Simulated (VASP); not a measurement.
# CuI (Cmcm) in VASP: a series of runs, part 2 of 2

VASP 6.6.1.

## Step 4: Single point, LDA (zz strain of +2 %)

Contents of INCAR:

```
SYSTEM = CuI
ALGO = Normal
EDIFF = 1E-7
ENCUT = 520
GGA = CA
ISIF = 2
ISMEAR = -1
LASPH = .TRUE.
LCHARG = .FALSE.
LREAL = .FALSE.
LWAVE = .FALSE.
NBANDS = 26
NELM = 80
PREC = Accurate
SIGMA = 0.02
```

Contents of KPOINTS:

```
k-points
0
G
  5 5 6
  0 0 0
```

Contents of POSCAR:

```
CuI
1.0
    3.7331675900     -3.7110863700      0.0000000000
    3.7331675900      3.7110863700      0.0000000000
    0.0000000000      0.0000000000      4.3931376234
Cu I
2 2
Direct
    0.4204388300      0.5795611700      0.7500000000
    0.5795611700      0.4204388300      0.2500000000
    0.7700426800      0.2299573200      0.7500000000
    0.2299573200      0.7700426800      0.2500000000
```

Potentials or basis: VASP PAW LDA potentials, release 64 (Cu, I).

Launch:

```
$ cat potpaw_LDA.64/Cu/POTCAR potpaw_LDA.64/I/POTCAR > POTCAR
$ mpirun -np 1 vasp_std > vasp.out
```

OUTCAR:

```text
SYSTEM = CuI
   EDIFF = 1E-7
   ENCUT = 520
   GGA = CA
   ISIF = 2
   ISMEAR = -1
   LASPH = .TRUE.
   LREAL = .FALSE.
   NELM = 80
   PREC = Accurate

 ion  position               nearest neighbor table
   1  0.420  0.580  0.750-   2 2.49   2 2.49   3 2.59   4 2.61   4 2.61
   2  0.580  0.420  0.250-   1 2.49   1 2.49   4 2.59   3 2.61   3 2.61
   3  0.770  0.230  0.750-   1 2.59   2 2.61   2 2.61
   4  0.230  0.770  0.250-   2 2.59   1 2.61   1 2.61

  LATTYP: Found a base centered orthorhombic cell.
 ALAT       =     7.4221727400
 B/A-ratio  =     1.0059500690
 C/A-ratio  =     0.5918937456

  Lattice vectors:

 A1 = (  -3.7331675900,  -3.7110863700,   0.0000000000)
 A2 = (   3.7331675900,  -3.7110863700,   0.0000000000)
 A3 = (   0.0000000000,   0.0000000000,   4.3931376234)

Analysis of symmetry for initial positions (statically):
=====================================================================
 Subroutine PRICEL returns:
 Original cell was already a primitive cell.

 Routine SETGRP: Setting up the symmetry group for a
 base centered orthorhombic supercell.

 Subroutine GETGRP returns: Found  8 space group operations
 (whereof  4 operations were pure point group operations)
 out of a pool of  8 trial point group operations.

The static configuration has the point symmetry C_2h.
 The point group associated with its full space group is D_2h.

Analysis of symmetry for dynamics (positions and initial velocities):
=====================================================================
 Subroutine PRICEL returns:
 Original cell was already a primitive cell.

 Routine SETGRP: Setting up the symmetry group for a
 base centered orthorhombic supercell.

 Subroutine GETGRP returns: Found  8 space group operations
 (whereof  4 operations were pure point group operations)
 out of a pool of  8 trial point group operations.

The dynamic configuration has the point symmetry C_2h.
 The point group associated with its full space group is D_2h.

 Subroutine INISYM returns: Found  8 space group operations
[... 121 lines left out ...]
     AMIX_MAG =   1.60;   BMIX_MAG =  1.00
  volume/ion in A,a.u.               =      30.43       205.36
  Fermi-wavevector in a.u.,A,eV,Ry     =   1.090723  2.061168 16.186539  1.189677
  Thomas-Fermi vector in A             =   2.226954
   LORBIT       =      0    0 simple, 1 ext, 2 COOP (PROOUT), +10 PAW based schemes
   GGA     = CA    functional components
   LHFCALC =     F    Hartree Fock is set to
   AEXX    =    0.0000 exact exchange contribution
   IVDW    =     0    specifies the selected vdW correction
   LEPSILON=     F    determine dielectric tensor
   LRPA    =     F    only Hartree local field effects (RPA)
 non-spin polarized calculation
  energy-cutoff  :      520.00
  volume of cell :      121.73
 maximum number of plane-waves:      3320
   NGX = 19   NGY = 19   NGZ = 17

 number of electron      35.9999982 magnetization

 Free energy of the ion-electron system (eV)
  ---------------------------------------------------
  ext. energy  EPLUGINS =         0.00000000
  ---------------------------------------------------
  free energy    TOTEN  =       -13.43138886 eV

  energy without entropy =      -13.43138886  energy(sigma->0) =      -13.43138886

 E-fermi :   3.7201     XC(G=0):  -8.8995

 val. band max:        3.3372652713   @ k =   0.0000   0.0000   0.0000
 cond. band min:       4.2472534789   @ k =   0.0000   0.0000   0.0000
 fundamental gap:      0.9099882076
 Fermi energy:         3.7201074474

 k-point     1 :       0.0000    0.0000    0.0000
  band No.  band energies     occupation
      1     -10.3304      2.00000
      2      -9.6167      2.00000
      3      -1.9996      2.00000
      4      -0.7007      2.00000
      5      -0.5158      2.00000
      6      -0.3983      2.00000
[... 685 lines left out ...]
     25      10.8727      0.00000
     26      11.3404      0.00000

 [... further k-points ...]

------------------------ aborting loop because EDIFF is reached ----------------------------------------

  FORCE on cell =-STRESS in cart. coord.  units (eV):
  Direction    XX          YY          ZZ          XY          YZ          ZX
  --------------------------------------------------------------------------------------
  -------------------------------------------------------------------------------------
  Total       -1.0199008     -3.2728128     -4.6352268      0.0000000      0.0000000      0.0000000
  in kB      -13.4240999    -43.0772924    -61.0096061      0.0000000      0.0000000      0.0000000
  external PRESSURE =     -39.1703328 kB  Pullay stress =       0.0000000 kB

 VOLUME and BASIS-vectors are now :
 -----------------------------------------------------------------------------
  energy-cutoff  :      520.00
  volume of cell :      121.73
      direct lattice vectors                 reciprocal lattice vectors
     3.733167590 -3.711086370  0.000000000     0.133934518 -0.134731437  0.000000000
     3.733167590  3.711086370  0.000000000     0.133934518  0.134731437  0.000000000
     0.000000000  0.000000000  4.393137623     0.000000000  0.000000000  0.227627743

 POSITION                                       TOTAL-FORCE (eV/Angst)
 -----------------------------------------------------------------------------------
      3.73317      0.59052      3.29485         0.000000     -0.065235      0.000000
      3.73317     -0.59052      1.09828         0.000000      0.065235     -0.000000
      3.73317     -2.00430      3.29485         0.000000      0.512284     -0.000000
      3.73317      2.00430      1.09828         0.000000     -0.512284     -0.000000
 -----------------------------------------------------------------------------------
    total drift:                                0.000000     -0.000000      0.000000

  FREE ENERGIE OF THE ION-ELECTRON SYSTEM (eV)
  ---------------------------------------------------
  free  energy   TOTEN  =       -13.4313888592 eV

  energy  without entropy=      -13.4313888592  energy(sigma->0) =      -13.43138886
```

stdout:

```text
POSCAR found type information on POSCAR CuI
 POSCAR found :  2 types and       4 ions
 scaLAPACK will be used
 LDA part: xc-table for (Slater(with rela. corr.)+CA(PZ))
 , standard interpolation
 POSCAR, INCAR and KPOINTS ok, starting setup
 FFT: planning ... GRIDC
 FFT: planning ... GRID_SOFT
 FFT: planning ... GRID
 WAVECAR not read
 entering main loop
```

Wall time 2.9 min (1 thread of Intel Xeon 8259CL, shared host); peak memory 0.25 GiB.

Results:

* Free energy: -13.4314 eV
* Pressure: -3.9 GPa
* Largest force: 0.512 eV/Å
* Band gap on the k mesh: 0.91 eV

Forces on the atoms (eV/Å):
```
Cu   0.000 -0.065  0.000
Cu   0.000  0.065  0.000
I    0.000  0.512  0.000
I    0.000 -0.512  0.000
```

Stress tensor (GPa, compression positive):
```
-1.34  0.00  0.00
 0.00 -4.31  0.00
 0.00  0.00 -6.10
```

Caveat: the cell differs from its parent crystal (zz strain of +2 %); the cell stands under tension; spin-orbit coupling is left out, which moves the levels of the heavy elements. A k mesh can miss the band edges.

## Step 5: Single point, LDA

This run uses another cell than the first one, of 29.83 Å³/atom.

Contents of INCAR:

```
PREC = Accurate ; ENCUT = 520
EDIFF = 1E-7 ; ISMEAR = -1
SIGMA = 0.02 ; LREAL = False
LASPH = True ; NELM = 60
ALGO = Normal ; ISIF = 2
LWAVE = False ; LCHARG = True
LELF = True ; LVHAR = True
NBANDS = 26
```

Contents of KPOINTS:

```
Automatic mesh
0
Gamma
  5 5 6
```

POSCAR, as its differences from that of step 4:

```diff
@@ -4,3 +4,3 @@
     3.7331675900      3.7110863700      0.0000000000
-    0.0000000000      0.0000000000      4.3931376234
+    0.0000000000      0.0000000000      4.3069976700
 Cu I
```

Potentials or basis: VASP PAW LDA potentials, release 64 (Cu, I).

Launch:

```
$ cat potpaw_LDA.64/Cu/POTCAR potpaw_LDA.64/I/POTCAR > POTCAR
$ mpirun -np 1 vasp_std > vasp.out
```

OUTCAR:

```text
PREC = Accurate
   ENCUT = 520
   EDIFF = 1E-7
   ISMEAR = -1
   LREAL = False
   LASPH = True
   NELM = 60
   ISIF = 2

 ion  position               nearest neighbor table
   1  0.420  0.580  0.750-   2 2.46   2 2.46   4 2.58   4 2.58   3 2.59
   2  0.580  0.420  0.250-   1 2.46   1 2.46   3 2.58   3 2.58   4 2.59
   3  0.770  0.230  0.750-   2 2.58   2 2.58   1 2.59
   4  0.230  0.770  0.250-   1 2.58   1 2.58   2 2.59

  LATTYP: Found a base centered orthorhombic cell.
 ALAT       =     7.4221727400
 B/A-ratio  =     1.0059500690
 C/A-ratio  =     0.5802879859

  Lattice vectors:

 A1 = (  -3.7331675900,  -3.7110863700,   0.0000000000)
 A2 = (   3.7331675900,  -3.7110863700,   0.0000000000)
 A3 = (   0.0000000000,   0.0000000000,   4.3069976700)

Analysis of symmetry for initial positions (statically):
=====================================================================
 Subroutine PRICEL returns:
 Original cell was already a primitive cell.

 Routine SETGRP: Setting up the symmetry group for a
 base centered orthorhombic supercell.

 Subroutine GETGRP returns: Found  8 space group operations
 (whereof  4 operations were pure point group operations)
 out of a pool of  8 trial point group operations.

The static configuration has the point symmetry C_2h.
 The point group associated with its full space group is D_2h.

Analysis of symmetry for dynamics (positions and initial velocities):
=====================================================================
 Subroutine PRICEL returns:
 Original cell was already a primitive cell.

 Routine SETGRP: Setting up the symmetry group for a
 base centered orthorhombic supercell.

 Subroutine GETGRP returns: Found  8 space group operations
 (whereof  4 operations were pure point group operations)
 out of a pool of  8 trial point group operations.

The dynamic configuration has the point symmetry C_2h.
 The point group associated with its full space group is D_2h.

 Subroutine INISYM returns: Found  8 space group operations
 (whereof  4 operations are pure point group operations),
 and found     1 'primitive' translations

----------------------------------------------------------------------------------------

                                     Primitive cell

  volume of cell :     119.3392

  direct lattice vectors                    reciprocal lattice vectors
     3.733167590 -3.711086370  0.000000000     0.133934518 -0.134731437  0.000000000
     3.733167590  3.711086370  0.000000000     0.133934518  0.134731437  0.000000000
     0.000000000  0.000000000  4.306997670     0.000000000  0.000000000  0.232180297

  length of vectors
     5.263905613  5.263905613  4.306997670     0.189976354  0.189976354  0.232180297

  position of ions in fractional coordinates (direct lattice)
     0.420438830  0.579561170  0.750000000
     0.579561170  0.420438830  0.250000000
     0.770042680  0.229957320  0.750000000
     0.229957320  0.770042680  0.250000000

  ion indices of the primitive-cell ions
   primitive index   ion index
                 1           1
                 2           2
                 3           3
                 4           4

----------------------------------------------------------------------------------------

 KPOINTS: Automatic mesh

Automatic generation of k-mesh.
 Grid dimensions read from file:
 generate k-points for:    5    5    6

 Generating k-lattice:

  Cartesian coordinates                     Fractional coordinates (reciprocal lattice)
     0.026786904 -0.026946287  0.000000000     0.200000000 -0.000000000  0.000000000
     0.026786904  0.026946287  0.000000000    -0.000000000  0.200000000  0.000000000
     0.000000000  0.000000000  0.038696716     0.000000000  0.000000000  0.166666667

  Length of vectors
     0.037995271  0.037995271  0.038696716

  Shift w.r.t. Gamma in fractional coordinates (k-lattice)
     0.000000000  0.000000000  0.000000000

 Subroutine IBZKPT returns following result:
 ===========================================

 Found     36 irreducible k-points:

 Following reciprocal coordinates:
            Coordinates               Weight
  0.000000  0.000000  0.000000      1.000000
  0.200000 -0.000000  0.000000      4.000000
  0.400000  0.000000  0.000000      4.000000
  0.200000  0.200000  0.000000      2.000000
  0.400000  0.200000  0.000000      4.000000
 -0.400000  0.200000  0.000000      4.000000
[... 16 lines left out ...]
  0.400000  0.200000  0.333333      8.000000
 -0.400000  0.200000  0.333333      8.000000
 [... further k-points ...]
   k-points           NKPTS =     36   k-points in BZ     NKDIM =     36   number of bands    NBANDS=     26
   number of dos      NEDOS =    301   number of ions     NIONS =      4
   total plane-waves  NPLWV =  51200
   dimension x,y,z NGX =    40 NGY =   40 NGZ =   32
   dimension x,y,z NGXF=    80 NGYF=   80 NGZF=   64
   ions per type =               2   2
   NGX,Y,Z   is equivalent  to a cutoff of  12.63, 12.63, 12.35 a.u.
   NGXF,Y,Z  is equivalent  to a cutoff of  25.27, 25.27, 24.70 a.u.
 SYSTEM =  unknown system
   PREC   = accura    normal or accurate (medium, high low for compatibility)
   ISTART =      0    job   : 0-new  1-cont  2-samecut
   ICHARG =      2    charge: 1-file 2-atom 10-const
   ISPIN  =      1    spin polarized calculation?
   LNONCOLLINEAR =      F non collinear calculations
   LSORBIT =      F    spin-orbit coupling
   LASPH  =      T    aspherical Exc in radial PAW
   ENCUT  =  520.0 eV  38.22 Ry    6.18 a.u.   9.79  9.79  8.01*2*pi/ulx,y,z
   NELM   =     60;   NELMIN=  2; NELMDL= -5     # of ELM steps
   EDIFF  = 0.1E-06   stopping-criterion for ELM
   LREAL  =      F    real-space projection
   EDIFFG = 0.1E-05   stopping-criterion for IOM
   NSW    =      0    number of steps for IOM
   IBRION =     -1    ionic relax: 0-MD 1-quasi-New 2-CG
   NFREE  =      0    steps in history (QN), initial steepest desc. (CG)
   ISIF   =      2    stress and relaxation
   ISYM   =      2    0-nonsym 1-usesym 2-fastsym
   POTIM  = 0.5000    time-step for ionic-motion
   TEBEG  =    0.0;   TEEND  =   0.0 temperature during run
   PSTRESS=    0.0 pullay stress
   NELECT =      36.0000    total number of electrons
   NUPDOWN=      -1.0000    fix difference up-down
   EMIN   =  10.00;   EMAX   =-10.00  energy-range for DOS
   EFERMI =   0.00;   METHOD = LEGACY
   ISMEAR =    -1;   SIGMA  =   0.02  broadening in eV -4-tet -1-fermi 0-gaus
   EFERMI_NEDOS =   21; number of points for ismear=-14 and -15
   IALGO  =     38    algorithm
   IMIX   =      4    mixing-type and parameters
     AMIX     =   0.40;   BMIX     =  1.00
     AMIX_MAG =   1.60;   BMIX_MAG =  1.00
  volume/ion in A,a.u.               =      29.83       201.34
  Fermi-wavevector in a.u.,A,eV,Ry     =   1.097947  2.074818 16.401647  1.205487
  Thomas-Fermi vector in A             =   2.234316
   LORBIT       =      0    0 simple, 1 ext, 2 COOP (PROOUT), +10 PAW based schemes
   GGA     = CA    functional components
   LHFCALC =     F    Hartree Fock is set to
   AEXX    =    0.0000 exact exchange contribution
   IVDW    =     0    specifies the selected vdW correction
   LEPSILON=     F    determine dielectric tensor
   LRPA    =     F    only Hartree local field effects (RPA)
 non-spin polarized calculation
  energy-cutoff  :      520.00
  volume of cell :      119.34
 maximum number of plane-waves:      3248
   NGX = 19   NGY = 19   NGZ = 17

 number of electron      35.9999983 magnetization

 Free energy of the ion-electron system (eV)
  ---------------------------------------------------
  ext. energy  EPLUGINS =         0.00000000
  ---------------------------------------------------
  free energy    TOTEN  =       -13.50778067 eV

  energy without entropy =      -13.50778067  energy(sigma->0) =      -13.50778067

 E-fermi :   3.9724     XC(G=0):  -8.9755

 val. band max:        3.5889761408   @ k =   0.0000   0.0000   0.0000
 cond. band min:       4.4857093531   @ k =   0.0000   0.0000   0.0000
 fundamental gap:      0.8967332123
 Fermi energy:         3.9723835531

 k-point     1 :       0.0000    0.0000    0.0000
  band No.  band energies     occupation
      1     -10.2447      2.00000
      2      -9.5002      2.00000
      3      -1.9553      2.00000
      4      -0.6411      2.00000
      5      -0.4249      2.00000
      6      -0.3211      2.00000
[... 685 lines left out ...]
     25      11.0738      0.00000
     26      11.5782      0.00000

 [... further k-points ...]

------------------------ aborting loop because EDIFF is reached ----------------------------------------

  FORCE on cell =-STRESS in cart. coord.  units (eV):
  Direction    XX          YY          ZZ          XY          YZ          ZX
  --------------------------------------------------------------------------------------
  -------------------------------------------------------------------------------------
  Total       -0.8899624     -2.6170372     -3.0901936      0.0000000     -0.0000000      0.0000000
  in kB      -11.9481052    -35.1347853    -41.4871007      0.0000000     -0.0000000      0.0000000
  external PRESSURE =     -29.5233304 kB  Pullay stress =       0.0000000 kB

 VOLUME and BASIS-vectors are now :
 -----------------------------------------------------------------------------
  energy-cutoff  :      520.00
  volume of cell :      119.34
      direct lattice vectors                 reciprocal lattice vectors
     3.733167590 -3.711086370  0.000000000     0.133934518 -0.134731437  0.000000000
     3.733167590  3.711086370  0.000000000     0.133934518  0.134731437  0.000000000
     0.000000000  0.000000000  4.306997670     0.000000000  0.000000000  0.232180297

 POSITION                                       TOTAL-FORCE (eV/Angst)
 -----------------------------------------------------------------------------------
      3.73317      0.59052      3.23025         0.000000     -0.027332     -0.000000
      3.73317     -0.59052      1.07675         0.000000      0.027332     -0.000000
      3.73317     -2.00430      3.23025         0.000000      0.376928      0.000000
      3.73317      2.00430      1.07675         0.000000     -0.376928      0.000000
 -----------------------------------------------------------------------------------
    total drift:                                0.000000     -0.000000      0.000000

  FREE ENERGIE OF THE ION-ELECTRON SYSTEM (eV)
  ---------------------------------------------------
  free  energy   TOTEN  =       -13.5077806736 eV

  energy  without entropy=      -13.5077806735  energy(sigma->0) =      -13.50778067
```

It took 1.7 min on 1 thread of Intel Xeon Platinum 8259CL at 2.50GHz (Skylake/Cascade Lake), shared host; peak memory 0.24 GiB.

Results:

- Free energy: -13.5078 eV
- Pressure: -3.0 GPa
- Largest force: 0.377 eV/Å
- Band gap on the k mesh: 0.90 eV

Forces on the atoms (eV/Å):
```
Cu   0.000 -0.027  0.000
Cu   0.000  0.027  0.000
I    0.000  0.377  0.000
I    0.000 -0.377  0.000
```

Caveat: spin-orbit coupling is left out, which moves the levels of the heavy elements. A k mesh can miss the band edges.

## Step 6: The runs side by side

```csv
cell,gap on the mesh (eV),pressure (GPa),largest force (eV/Å)
"a = 5.264, b = 5.264, c = 4.178 Å, angles 90.0, 90.0, 89.7°, 4 atoms",0.86,-1.0,0.12
"a = 5.264, b = 5.264, c = 4.264 Å, angles 90.0, 90.0, 89.7°, 4 atoms",0.89,-2.6,0.30
"a = 5.264, b = 5.264, c = 4.393 Å, angles 90.0, 90.0, 89.7°, 4 atoms",0.91,-3.9,0.51
"a = 5.264, b = 5.264, c = 4.307 Å, angles 90.0, 90.0, 89.7°, 4 atoms",0.90,-3.0,0.38
```

Alike in all rows: task single point; level LDA; potentials or basis VASP PAW LDA potentials, release 64 (Cu, I); no spin polarisation; k mesh 5 × 5 × 6; cutoff (eV) 520; smearing fermi-dirac 0.02 eV.

Caveats: spin-orbit coupling is left out, which moves the levels of the heavy elements; the cell stands under tension (at least some runs).

Absolute energies hang on the potentials; compare differences alone.
